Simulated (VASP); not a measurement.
The system is C.

```
C
1.0
     0.00000    1.77690    1.77690
     1.77690    0.00000    1.77690
     1.77690    1.77690    0.00000
C
2
Cartesian
  0.0000 0.0000 0.0000
  0.8885 0.8885 0.8885
```

Base run:

```yaml
Program: VASP 6.6.1
Functional: PBE
Potentials_or_basis: VASP PAW PBE potentials, release 64 (C)
Cutoff: 600 eV
k_mesh: 11 × 11 × 11
Occupations: fermi-dirac, width 0.05 eV
Spin: no spin polarisation
```

Its results: band gap on the k mesh 4.15 eV, indirect (least direct gap 5.62 eV); pressure 6.7 GPa.

The run is repeated on the same cell with these changes: functional from PBE to LDA; potentials or basis from VASP PAW PBE potentials, release 64 (C) to VASP PAW LDA potentials, release 64 (C). What comes out?

Band gap on the k mesh 4.12 eV, indirect (least direct gap 5.57 eV); pressure -7.7 GPa.

A k mesh can miss the band edges.
